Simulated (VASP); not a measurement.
# AlCu3 (Fm-3m) in VASP: single point with PBEsol

Aim: the single point of AlCu3 with PBEsol.

Program: VASP 6.6.1. These are calculated values, not measurements. Logs are shortened: lines on timing, memory, paths and dates and some standing lists are left out, and cuts for length are marked.

## Step 1: The cell of the first run

The structure is cubic, space group Fm-3m (No. 225). The conventional cell has a = 5.767 Å, b = 5.767 Å, c = 5.767 Å, α = 90.00°, β = 90.00°, γ = 90.00°. Al (site symmetry m-3m) has 14 Cu at 2.50 to 2.88 Å within 3.3 Å. Within 3.3 Å of Cu (site symmetry m-3m) lie 8 Cu at 2.50 Å and 6 Al at 2.88 Å. Cu (site symmetry -43m) has 4 Al at 2.50 Å and 10 Cu at 2.50 to 2.88 Å within 3.3 Å.

## Step 2: Single point, PBEsol

INCAR

```
PREC = Accurate
ENCUT = 520
EDIFF = 1E-6
ISMEAR = 0
SIGMA = 0.15
LREAL = F
LASPH = T
NELM = 100
ALGO = Normal
ISIF = 2
LWAVE = F
LCHARG = F
GGA = PS
NBANDS = 26
```

KPOINTS

```
regular mesh
0
Gamma
  12 12 12
```

POSCAR

```
AlCu3
1.0
    0.0000000000      2.8833694744      2.8833694744
    2.8833694744      0.0000000000      2.8833694744
    2.8833694744      2.8833694744      0.0000000000
Al Cu
1 3
Direct
    0.0000000000      0.0000000000      0.0000000000
    0.5000000000      0.5000000000      0.5000000000
    0.2500000000      0.2500000000      0.2500000000
    0.7500000000      0.7500000000      0.7500000000
```

Potentials or basis: VASP PAW PBE potentials, release 64 (Al, Cu).

Run with:

```bash
$ cat potpaw_PBE.64/Al/POTCAR potpaw_PBE.64/Cu/POTCAR > POTCAR
$ mpirun -np 1 vasp_std > vasp.out
```

OUTCAR:

```text
PREC = Accurate
   ENCUT = 520
   EDIFF = 1E-6
   ISMEAR = 0
   LREAL = F
   LASPH = T
   NELM = 100
   ISIF = 2
   GGA = PS

 ion  position               nearest neighbor table
   1  0.000  0.000  0.000-   4 2.50   4 2.50   4 2.50   3 2.50   3 2.50   3 2.50   4 2.50   3 2.50
                             2 2.88   2 2.88   2 2.88   2 2.88   2 2.88   2 2.88
   2  0.500  0.500  0.500-   3 2.50   3 2.50   3 2.50   4 2.50   4 2.50   4 2.50   4 2.50   3 2.50
                             1 2.88   1 2.88   1 2.88   1 2.88   1 2.88   1 2.88
   3  0.250  0.250  0.250-   1 2.50   1 2.50   1 2.50   2 2.50   2 2.50   2 2.50   2 2.50   1 2.50

   4  0.750  0.750  0.750-   2 2.50   2 2.50   2 2.50   1 2.50   1 2.50   1 2.50   2 2.50   1 2.50

  LATTYP: Found a face centered cubic cell.
 ALAT       =     5.7667389488

  Lattice vectors:

 A1 = (   0.0000000000,   2.8833694744,   2.8833694744)
 A2 = (   2.8833694744,   0.0000000000,   2.8833694744)
 A3 = (   2.8833694744,   2.8833694744,   0.0000000000)

Analysis of symmetry for initial positions (statically):
=====================================================================
 Subroutine PRICEL returns:
 Original cell was already a primitive cell.

 Routine SETGRP: Setting up the symmetry group for a
 face centered cubic supercell.

 Subroutine GETGRP returns: Found 48 space group operations
 (whereof 48 operations were pure point group operations)
 out of a pool of 48 trial point group operations.

The static configuration has the point symmetry O_h .

Analysis of symmetry for dynamics (positions and initial velocities):
=====================================================================
 Subroutine PRICEL returns:
 Original cell was already a primitive cell.

 Routine SETGRP: Setting up the symmetry group for a
 face centered cubic supercell.

 Subroutine GETGRP returns: Found 48 space group operations
 (whereof 48 operations were pure point group operations)
 out of a pool of 48 trial point group operations.

The dynamic configuration has the point symmetry O_h .

 Subroutine INISYM returns: Found 48 space group operations
 (whereof 48 operations are pure point group operations),
 and found     1 'primitive' translations

----------------------------------------------------------------------------------------

                                     Primitive cell

  volume of cell :      47.9436

  direct lattice vectors                    reciprocal lattice vectors
     0.000000000  2.883369474  2.883369474    -0.173408231  0.173408231  0.173408231
     2.883369474  0.000000000  2.883369474     0.173408231 -0.173408231  0.173408231
     2.883369474  2.883369474  0.000000000     0.173408231  0.173408231 -0.173408231

  length of vectors
     4.077700216  4.077700216  4.077700216     0.300351867  0.300351867  0.300351867

  position of ions in fractional coordinates (direct lattice)
     0.000000000  0.000000000  0.000000000
     0.500000000  0.500000000  0.500000000
     0.250000000  0.250000000  0.250000000
     0.750000000  0.750000000  0.750000000

  ion indices of the primitive-cell ions
   primitive index   ion index
                 1           1
                 2           2
                 3           3
                 4           4

----------------------------------------------------------------------------------------

 KPOINTS: regular mesh

Automatic generation of k-mesh.
 Grid dimensions read from file:
 generate k-points for:   12   12   12

 Generating k-lattice:

  Cartesian coordinates                     Fractional coordinates (reciprocal lattice)
    -0.014450686  0.014450686  0.014450686     0.083333333  0.000000000  0.000000000
     0.014450686 -0.014450686  0.014450686     0.000000000  0.083333333  0.000000000
     0.014450686  0.014450686 -0.014450686     0.000000000  0.000000000  0.083333333

  Length of vectors
     0.025029322  0.025029322  0.025029322

  Shift w.r.t. Gamma in fractional coordinates (k-lattice)
     0.000000000  0.000000000  0.000000000

 Subroutine IBZKPT returns following result:
 ===========================================

 Found     72 irreducible k-points:

 Following reciprocal coordinates:
            Coordinates               Weight
  0.000000  0.000000  0.000000      1.000000
  0.083333  0.000000  0.000000      8.000000
  0.166667  0.000000  0.000000      8.000000
  0.250000  0.000000  0.000000      8.000000
  0.333333  0.000000  0.000000      8.000000
  0.416667  0.000000  0.000000      8.000000
[... 16 lines left out ...]
  0.500000  0.166667  0.000000     24.000000
 -0.416667  0.166667  0.000000     24.000000
 [... further k-points ...]
   k-points           NKPTS =     72   k-points in BZ     NKDIM =     72   number of bands    NBANDS=     26
   number of dos      NEDOS =    301   number of ions     NIONS =      4
   total plane-waves  NPLWV =  27000
   dimension x,y,z NGX =    30 NGY =   30 NGZ =   30
   dimension x,y,z NGXF=    60 NGYF=   60 NGZF=   60
   ions per type =               1   3
   NGX,Y,Z   is equivalent  to a cutoff of  12.23, 12.23, 12.23 a.u.
   NGXF,Y,Z  is equivalent  to a cutoff of  24.46, 24.46, 24.46 a.u.
 SYSTEM =  unknown system
   PREC   = accura    normal or accurate (medium, high low for compatibility)
   ISTART =      0    job   : 0-new  1-cont  2-samecut
   ICHARG =      2    charge: 1-file 2-atom 10-const
   ISPIN  =      1    spin polarized calculation?
   LNONCOLLINEAR =      F non collinear calculations
   LSORBIT =      F    spin-orbit coupling
   LASPH  =      T    aspherical Exc in radial PAW
   ENCUT  =  520.0 eV  38.22 Ry    6.18 a.u.   7.58  7.58  7.58*2*pi/ulx,y,z
   NELM   =    100;   NELMIN=  2; NELMDL= -5     # of ELM steps
   EDIFF  = 0.1E-05   stopping-criterion for ELM
   LREAL  =      F    real-space projection
   EDIFFG = 0.1E-04   stopping-criterion for IOM
   NSW    =      0    number of steps for IOM
   IBRION =     -1    ionic relax: 0-MD 1-quasi-New 2-CG
   NFREE  =      0    steps in history (QN), initial steepest desc. (CG)
   ISIF   =      2    stress and relaxation
   ISYM   =      2    0-nonsym 1-usesym 2-fastsym
   POTIM  = 0.5000    time-step for ionic-motion
   TEBEG  =    0.0;   TEEND  =   0.0 temperature during run
   PSTRESS=    0.0 pullay stress
   NELECT =      36.0000    total number of electrons
   NUPDOWN=      -1.0000    fix difference up-down
   EMIN   =  10.00;   EMAX   =-10.00  energy-range for DOS
   EFERMI =   0.00;   METHOD = LEGACY
   ISMEAR =     0;   SIGMA  =   0.15  broadening in eV -4-tet -1-fermi 0-gaus
   EFERMI_NEDOS =   21; number of points for ismear=-14 and -15
   IALGO  =     38    algorithm
   IMIX   =      4    mixing-type and parameters
     AMIX     =   0.40;   BMIX     =  1.00
     AMIX_MAG =   1.60;   BMIX_MAG =  1.00
  volume/ion in A,a.u.               =      11.99        80.88
  Fermi-wavevector in a.u.,A,eV,Ry     =   1.487986  2.811885 30.124671  2.214101
  Thomas-Fermi vector in A             =   2.601077
   LORBIT       =      0    0 simple, 1 ext, 2 COOP (PROOUT), +10 PAW based schemes
   GGA     = PS    functional components
   LHFCALC =     F    Hartree Fock is set to
   AEXX    =    0.0000 exact exchange contribution
   IVDW    =     0    specifies the selected vdW correction
   LEPSILON=     F    determine dielectric tensor
   LRPA    =     F    only Hartree local field effects (RPA)
 non-spin polarized calculation
 Gauss-broadening in eV      SIGMA  =   0.15
  energy-cutoff  :      520.00
  volume of cell :       47.94
 maximum number of plane-waves:      1308
   NGX = 15   NGY = 15   NGZ = 15

 number of electron      35.9999979 magnetization

 Free energy of the ion-electron system (eV)
  ---------------------------------------------------
  ext. energy  EPLUGINS =         0.00000000
  ---------------------------------------------------
  free energy    TOTEN  =       -17.73456632 eV

  energy without entropy =      -17.72356235  energy(sigma->0) =      -17.72906433

 E-fermi :   8.5984     XC(G=0): -12.4982

 val. band max:        8.5842107357   @ k =  -0.1667   0.1667   0.0000
 cond. band min:       8.6621294562   @ k =  -0.2500   0.3333   0.0833
 fundamental gap:      0.0779187205
 Fermi energy:         8.5983577793

 k-point     1 :       0.0000    0.0000    0.0000
  band No.  band energies     occupation
      1      -2.0622      2.00000
      2       3.8536      2.00000
      3       3.8536      2.00000
      4       3.9405      2.00000
      5       3.9405      2.00000
      6       3.9405      2.00000
[... 18 lines left out ...]
     25      15.4318      0.00000
     26      15.4318      0.00000

 k-point     2 :       0.0833    0.0000    0.0000
  band No.  band energies     occupation
      1      -1.9655      2.00000
      2       3.8256      2.00000
      3       3.8256      2.00000
      4       3.9009      2.00000
      5       4.0108      2.00000
      6       4.0108      2.00000
[... 18 lines left out ...]
     25      15.1376      0.00000
     26      15.3422      0.00000

 k-point     3 :       0.1667    0.0000    0.0000
  band No.  band energies     occupation
      1      -1.6772      2.00000
      2       3.7843      2.00000
      3       3.8164      2.00000
      4       3.8164      2.00000
      5       4.1391      2.00000
      6       4.1391      2.00000
[... 18 lines left out ...]
     25      15.0158      0.00000
     26      15.7485      0.00000

 k-point     4 :       0.2500    0.0000    0.0000
  band No.  band energies     occupation
      1      -1.2043      2.00000
      2       3.5355      2.00000
      3       3.8469      2.00000
      4       3.8469      2.00000
      5       4.2794      2.00000
      6       4.2794      2.00000
[... 18 lines left out ...]
     25      15.7862      0.00000
     26      16.7315      0.00000
[... 496 lines left out ...]
      1      -0.0007      2.00000
      2       2.7847      2.00000
      3       3.7506      2.00000
      4       4.1466      2.00000
      5       4.1976      2.00000
      6       4.3961      2.00000
[... 18 lines left out ...]
     25      19.1282      0.00000
     26      20.1218      0.00000

 k-point    23 :       0.5000    0.1667    0.0000
  band No.  band energies     occupation
      1       0.7890      2.00000
      2       2.0578      2.00000
      3       3.7022      2.00000
      4       4.1554      2.00000
      5       4.1919      2.00000
      6       4.4425      2.00000
[... 18 lines left out ...]
     25      19.1148      0.00000
     26      20.5144      0.00000

 k-point    24 :      -0.4167    0.1667    0.0000
  band No.  band energies     occupation
      1       1.0342      2.00000
      2       1.8248      2.00000
      3       3.7244      2.00000
      4       4.0928      2.00000
      5       4.1763      2.00000
      6       4.4684      2.00000
[... 18 lines left out ...]
     25      17.7795      0.00000
     26      19.0080      0.00000

 [... further k-points ...]

------------------------ aborting loop because EDIFF is reached ----------------------------------------

  FORCE on cell =-STRESS in cart. coord.  units (eV):
  Direction    XX          YY          ZZ          XY          YZ          ZX
  --------------------------------------------------------------------------------------
  -------------------------------------------------------------------------------------
  Total        0.2144971      0.2144971      0.2144971     -0.0000000     -0.0000000      0.0000000
  in kB        7.1680500      7.1680500      7.1680500     -0.0000000     -0.0000000      0.0000000
  external PRESSURE =       7.1680500 kB  Pullay stress =       0.0000000 kB

 VOLUME and BASIS-vectors are now :
 -----------------------------------------------------------------------------
  energy-cutoff  :      520.00
  volume of cell :       47.94
      direct lattice vectors                 reciprocal lattice vectors
     0.000000000  2.883369474  2.883369474    -0.173408231  0.173408231  0.173408231
     2.883369474  0.000000000  2.883369474     0.173408231 -0.173408231  0.173408231
     2.883369474  2.883369474  0.000000000     0.173408231  0.173408231 -0.173408231

 POSITION                                       TOTAL-FORCE (eV/Angst)
 -----------------------------------------------------------------------------------
      0.00000      0.00000      0.00000        -0.000000     -0.000000      0.000000
      2.88337      2.88337      2.88337        -0.000000     -0.000000      0.000000
      1.44168      1.44168      1.44168         0.000000     -0.000000      0.000000
      4.32505      4.32505      4.32505         0.000000      0.000000     -0.000000
 -----------------------------------------------------------------------------------
    total drift:                                0.000000     -0.000000      0.000000

  FREE ENERGIE OF THE ION-ELECTRON SYSTEM (eV)
  ---------------------------------------------------
  free  energy   TOTEN  =       -17.7345663161 eV

  energy  without entropy=      -17.7235623537  energy(sigma->0) =      -17.72906433
```

It took 97 s on 1 thread of Intel Xeon 8259CL, shared host; peak memory 0.22 GiB.

Results:

| Quantity | Value |
| --- | --- |
| Free energy | -17.7346 eV |
| Pressure | 0.7 GPa |
| Band gap on the k mesh | zero (bands 18 and 19 overlap by 5.87 eV) |

Caveat: the PAW data sets were made with another functional, which shifts forces and pressure a little.
